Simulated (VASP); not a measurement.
# ZnCu3 (P-6m2) in VASP: single point with LDA

Aim: the single point of ZnCu3 with LDA.

All numbers are computed with VASP 6.6.1; they aren't measurements. Logs are shortened: lines on timing, memory, paths and dates and some standing lists are left out, and cuts for length are marked.

## Step 1: The cell of the first run

Symmetry: P-6m2, No. 187, hexagonal system. Conventional cell: a = 2.615 Å, b = 2.615 Å, c = 8.450 Å, α = 90.00°, β = 90.00°, γ = 120.00°. Within 3.4 Å of Zn (site symmetry -6m2) lie 6 Zn at 2.61 Å and 6 Cu at 2.63 Å. Within 3.4 Å of Cu (site symmetry -6m2) lie 12 Cu at 2.56 to 2.61 Å. Within 3.4 Å of Cu (site symmetry 3m) lie 9 Cu at 2.56 to 2.61 Å and 3 Zn at 2.63 Å.

## Step 2: Single point, LDA

POSCAR

```
ZnCu3
1.0
    2.6148699492      0.0000000000      0.0000000000
   -1.3074349746      2.2645438036      0.0000000000
    0.0000000000      0.0000000000      8.4500191545
Zn Cu
1 3
Direct
    0.6666666667      0.3333333333      0.0000000000
    0.6666666667      0.3333333333      0.5000000000
    0.3333333333      0.6666666667      0.2548694969
    0.3333333333      0.6666666667      0.7451305031
```

INCAR.step1

```
PREC = Accurate
ENCUT = 520
EDIFF = 1E-6
ISMEAR = 0
SIGMA = 0.1
LREAL = F
LASPH = T
NELM = 60
ALGO = Fast
ISIF = 2
LWAVE = F
LCHARG = T
LMAXMIX = 4
NBANDS = 30
```

KPOINTS.step1

```
regular mesh
0
Gamma
  18 18 6
```

INCAR.step2

```
PREC = Accurate
ENCUT = 520
EDIFF = 1E-6
ISMEAR = -5
SIGMA = 0.1
LREAL = F
LASPH = T
NELM = 60
ALGO = Fast
ISIF = 2
LWAVE = F
LCHARG = F
LMAXMIX = 4
LORBIT = 11
NBANDS = 30
NEDOS = 1001
ICHARG = 11
```

KPOINTS.step2

```
regular mesh
0
Gamma
  27 27 9
```

Potentials or basis: VASP PAW LDA potentials, release 64 (Zn, Cu).

Launch:

```sh
cat potpaw_LDA.64/Zn/POTCAR potpaw_LDA.64/Cu/POTCAR > POTCAR
cp INCAR.step1 INCAR
cp KPOINTS.step1 KPOINTS
mpirun -np 1 vasp_std > vasp.out
cp INCAR.step2 INCAR
cp KPOINTS.step2 KPOINTS
mpirun -np 1 vasp_std > vasp.out
```

OUTCAR:

```text
PREC = Accurate
   ENCUT = 520
   EDIFF = 1E-6
   ISMEAR = -5
   LREAL = F
   LASPH = T
   NELM = 60
   ISIF = 2
   LORBIT = 11
   ICHARG = 11

 ion  position               nearest neighbor table
   1  0.667  0.333  0.000-   3 2.63   4 2.63   3 2.63   4 2.63   3 2.63   4 2.63
   2  0.667  0.333  0.500-   3 2.56   4 2.56   3 2.56   4 2.56   3 2.56   4 2.56
   3  0.333  0.667  0.255-   2 2.56   2 2.56   2 2.56   1 2.63   1 2.63   1 2.63
   4  0.333  0.667  0.745-   2 2.56   2 2.56   2 2.56   1 2.63   1 2.63   1 2.63

  LATTYP: Found a hexagonal cell.
 ALAT       =     2.6148699492
 C/A-ratio  =     3.2315255897

  Lattice vectors:

 A1 = (   2.6148699492,   0.0000000000,   0.0000000000)
 A2 = (  -1.3074349746,   2.2645438036,   0.0000000000)
 A3 = (   0.0000000000,   0.0000000000,   8.4500191545)

Analysis of symmetry for initial positions (statically):
=====================================================================
 Subroutine PRICEL returns:
 Original cell was already a primitive cell.

 Routine SETGRP: Setting up the symmetry group for a
 hexagonal supercell.

 Subroutine GETGRP returns: Found 12 space group operations
 (whereof 12 operations were pure point group operations)
 out of a pool of 24 trial point group operations.

The static configuration has the point symmetry D_3h.

Analysis of symmetry for dynamics (positions and initial velocities):
=====================================================================
 Subroutine PRICEL returns:
 Original cell was already a primitive cell.

 Routine SETGRP: Setting up the symmetry group for a
 hexagonal supercell.

 Subroutine GETGRP returns: Found 12 space group operations
 (whereof 12 operations were pure point group operations)
 out of a pool of 24 trial point group operations.

The dynamic configuration has the point symmetry D_3h.

 Subroutine INISYM returns: Found 12 space group operations
 (whereof 12 operations are pure point group operations),
 and found     1 'primitive' translations

----------------------------------------------------------------------------------------

                                     Primitive cell

  volume of cell :      50.0367

  direct lattice vectors                    reciprocal lattice vectors
     2.614869949  0.000000000  0.000000000     0.382428197  0.220795022  0.000000000
    -1.307434975  2.264543804  0.000000000     0.000000000  0.441590045  0.000000000
     0.000000000  0.000000000  8.450019154     0.000000000  0.000000000  0.118342927

  length of vectors
     2.614869949  2.614869949  8.450019154     0.441590045  0.441590045  0.118342927

  position of ions in fractional coordinates (direct lattice)
     0.666666667  0.333333333  0.000000000
     0.666666667  0.333333333  0.500000000
     0.333333333  0.666666667  0.254869497
     0.333333333  0.666666667  0.745130503

  ion indices of the primitive-cell ions
   primitive index   ion index
                 1           1
                 2           2
                 3           3
                 4           4

----------------------------------------------------------------------------------------

 KPOINTS: regular mesh

Automatic generation of k-mesh.
 Grid dimensions read from file:
 generate k-points for:   27   27    9

 Generating k-lattice:

  Cartesian coordinates                     Fractional coordinates (reciprocal lattice)
     0.014164007  0.008177593  0.000000000     0.037037037 -0.000000000  0.000000000
     0.000000000  0.016355187  0.000000000     0.000000000  0.037037037  0.000000000
     0.000000000  0.000000000  0.013149214     0.000000000  0.000000000  0.111111111

  Length of vectors
     0.016355187  0.016355187  0.013149214

  Shift w.r.t. Gamma in fractional coordinates (k-lattice)
     0.000000000  0.000000000  0.000000000

 TETIRR: Found   6288 inequivalent tetrahedra from    39366

 Subroutine IBZKPT returns following result:
 ===========================================

 Found    375 irreducible k-points:

 Following reciprocal coordinates:
            Coordinates               Weight
  0.000000  0.000000  0.000000      1.000000
  0.037037 -0.000000  0.000000      6.000000
  0.074074 -0.000000  0.000000      6.000000
  0.111111 -0.000000  0.000000      6.000000
  0.148148 -0.000000  0.000000      6.000000
  0.185185 -0.000000  0.000000      6.000000
[... 16 lines left out ...]
  0.333333  0.037037  0.000000     12.000000
  0.370370  0.037037  0.000000     12.000000
 [... further k-points ...]
   k-points           NKPTS =    375   k-points in BZ     NKDIM =    375   number of bands    NBANDS=     30
   number of dos      NEDOS =   1001   number of ions     NIONS =      4
   total plane-waves  NPLWV =  25600
   dimension x,y,z NGX =    20 NGY =   20 NGZ =   64
   dimension x,y,z NGXF=    40 NGYF=   40 NGZF=  128
   ions per type =               1   3
   NGX,Y,Z   is equivalent  to a cutoff of  12.72, 12.72, 12.59 a.u.
   NGXF,Y,Z  is equivalent  to a cutoff of  25.43, 25.43, 25.18 a.u.
 SYSTEM =  unknown system
   PREC   = accura    normal or accurate (medium, high low for compatibility)
   ISTART =      0    job   : 0-new  1-cont  2-samecut
   ICHARG =     11    charge: 1-file 2-atom 10-const
   ISPIN  =      1    spin polarized calculation?
   LNONCOLLINEAR =      F non collinear calculations
   LSORBIT =      F    spin-orbit coupling
   LASPH  =      T    aspherical Exc in radial PAW
   ENCUT  =  520.0 eV  38.22 Ry    6.18 a.u.   4.86  4.86 15.71*2*pi/ulx,y,z
   NELM   =     60;   NELMIN=  2; NELMDL=  0     # of ELM steps
   EDIFF  = 0.1E-05   stopping-criterion for ELM
   LREAL  =      F    real-space projection
   EDIFFG = 0.1E-04   stopping-criterion for IOM
   NSW    =      0    number of steps for IOM
   IBRION =     -1    ionic relax: 0-MD 1-quasi-New 2-CG
   NFREE  =      0    steps in history (QN), initial steepest desc. (CG)
   ISIF   =      2    stress and relaxation
   ISYM   =      2    0-nonsym 1-usesym 2-fastsym
   POTIM  = 0.5000    time-step for ionic-motion
   TEBEG  =    0.0;   TEEND  =   0.0 temperature during run
   PSTRESS=    0.0 pullay stress
   NELECT =      45.0000    total number of electrons
   NUPDOWN=      -1.0000    fix difference up-down
   EMIN   =  10.00;   EMAX   =-10.00  energy-range for DOS
   EFERMI =   0.00;   METHOD = LEGACY
   ISMEAR =    -5;   SIGMA  =   0.10  broadening in eV -4-tet -1-fermi 0-gaus
   EFERMI_NEDOS =   21; number of points for ismear=-14 and -15
   IALGO  =     68    algorithm
   IMIX   =      4    mixing-type and parameters
     AMIX     =   0.40;   BMIX     =  1.00
     AMIX_MAG =   1.60;   BMIX_MAG =  1.00
  volume/ion in A,a.u.               =      12.51        84.42
  Fermi-wavevector in a.u.,A,eV,Ry     =   1.580215  2.986173 33.974826  2.497079
  Thomas-Fermi vector in A             =   2.680476
   LORBIT       =     11    0 simple, 1 ext, 2 COOP (PROOUT), +10 PAW based schemes
   GGA     = CA    functional components
   LHFCALC =     F    Hartree Fock is set to
   AEXX    =    0.0000 exact exchange contribution
   IVDW    =     0    specifies the selected vdW correction
   LEPSILON=     F    determine dielectric tensor
   LRPA    =     F    only Hartree local field effects (RPA)
 non-spin polarized calculation
 RMM-DIIS sequential band-by-band and
 Fermi weights with tetrahedron method with Bloechl corrections
  energy-cutoff  :      520.00
  volume of cell :       50.04
 maximum number of plane-waves:      1379
 NGX is ok and might be reduce to    20

 number of electron      45.0000019 magnetization

 Free energy of the ion-electron system (eV)
  ---------------------------------------------------
  ext. energy  EPLUGINS =         0.00000000
  ---------------------------------------------------
  free energy    TOTEN  =       -15.92589053 eV

  energy without entropy =      -15.92589053  energy(sigma->0) =      -15.92589053

 E-fermi :   6.0492     XC(G=0): -12.8234

 val. band max:        6.0741986436   @ k =   0.2222   0.1481   0.4444
 cond. band min:       5.9833677229   @ k =   0.2963   0.1852   0.0000
 fundamental gap:     -0.0908309207
 Fermi energy:         6.0491637480

 k-point     1 :       0.0000    0.0000    0.0000
  band No.  band energies     occupation
      1      -4.0516      2.00000
      2      -2.3934      2.00000
      3      -1.7088      2.00000
      4      -1.7088      2.00000
      5      -1.2227      2.00000
      6      -1.1613      2.00000
[... 22 lines left out ...]
     29      25.0657      0.00000
     30      26.3222      0.00000

 k-point     2 :       0.0370   -0.0000    0.0000
  band No.  band energies     occupation
      1      -4.0094      2.00000
      2      -2.3714      2.00000
      3      -1.7150      2.00000
      4      -1.6983      2.00000
      5      -1.2974      2.00000
      6      -1.1634      2.00000
[... 22 lines left out ...]
     29      24.5830      0.00000
     30      25.7299      0.00000

 k-point     3 :       0.0741   -0.0000    0.0000
  band No.  band energies     occupation
      1      -3.8835      2.00000
      2      -2.3090      2.00000
      3      -1.7324      2.00000
      4      -1.6672      2.00000
      5      -1.3829      2.00000
      6      -1.1696      2.00000
[... 22 lines left out ...]
     29      23.7660      0.00000
     30      24.9751      0.00000

 k-point     4 :       0.1111   -0.0000    0.0000
  band No.  band energies     occupation
      1      -3.6766      2.00000
      2      -2.2168      2.00000
      3      -1.7566      2.00000
      4      -1.6168      2.00000
      5      -1.4664      2.00000
      6      -1.1796      2.00000
[... 616 lines left out ...]
     29      18.2176      0.00000
     30      19.7829      0.00000

 k-point    23 :       0.3333    0.0370    0.0000
  band No.  band energies     occupation
      1      -2.3868      2.00000
      2      -1.9748      2.00000
      3      -1.5528      2.00000
      4      -1.2931      2.00000
      5      -1.0819      2.00000
      6      -0.1544      2.00000
[... 22 lines left out ...]
     29      17.7664      0.00000
     30      19.0918      0.00000

 k-point    24 :       0.3704    0.0370    0.0000
  band No.  band energies     occupation
      1      -2.4203      2.00000
      2      -2.0229      2.00000
      3      -1.5047      2.00000
      4      -1.3069      2.00000
      5      -0.9979      2.00000
      6       0.4681      2.00000
[... 22 lines left out ...]
     29      17.4287      0.00000
     30      17.9871      0.00000

 [... further k-points ...]

------------------------ aborting loop because EDIFF is reached ----------------------------------------

  FORCE on cell =-STRESS in cart. coord.  units (eV):
  Direction    XX          YY          ZZ          XY          YZ          ZX
  --------------------------------------------------------------------------------------
  -------------------------------------------------------------------------------------
  Total       -4.1725560     -4.1725560     -4.1704520      0.0000000      0.0000000      0.0000000
  in kB     -133.6054722   -133.6054722   -133.5381010      0.0000000      0.0000000      0.0000000
  external PRESSURE =    -133.5830151 kB  Pullay stress =       0.0000000 kB

 VOLUME and BASIS-vectors are now :
 -----------------------------------------------------------------------------
  energy-cutoff  :      520.00
  volume of cell :       50.04
      direct lattice vectors                 reciprocal lattice vectors
     2.614869949  0.000000000  0.000000000     0.382428197  0.220795022  0.000000000
    -1.307434975  2.264543804  0.000000000     0.000000000  0.441590045  0.000000000
     0.000000000  0.000000000  8.450019154     0.000000000  0.000000000  0.118342927

 POSITION                                       TOTAL-FORCE (eV/Angst)
 -----------------------------------------------------------------------------------
      1.30743      0.75485      0.00000        -0.000000      0.000000      0.000000
      1.30743      0.75485      4.22501         0.000000     -0.000000      0.000000
     -0.00000      1.50970      2.15365         0.000000     -0.000000      0.049607
     -0.00000      1.50970      6.29637         0.000000      0.000000     -0.049607
 -----------------------------------------------------------------------------------
    total drift:                               -0.000701      0.000405     -0.000000

  FREE ENERGIE OF THE ION-ELECTRON SYSTEM (eV)
  ---------------------------------------------------
  free  energy   TOTEN  =       -15.9258905339 eV

  energy  without entropy=      -15.9258905339  energy(sigma->0) =      -15.92589053

 total charge

# of ion       s       p       d       tot
------------------------------------------
    1        0.612   0.534   9.736  10.882
    2        0.437   0.359   9.168   9.965
    3        0.435   0.365   9.177   9.977
    4        0.435   0.365   9.177   9.977
--------------------------------------------------
tot          1.920   1.624  37.258  40.802
```

It took 5.1 min on 1 thread of AMD EPYC 9R45 (Zen 5), shared host; peak memory 0.53 GiB.

Results:

```
Valence electrons inside the program's atomic spheres : Zn 10.88; Cu 9.96, 9.98 (each value once)
```
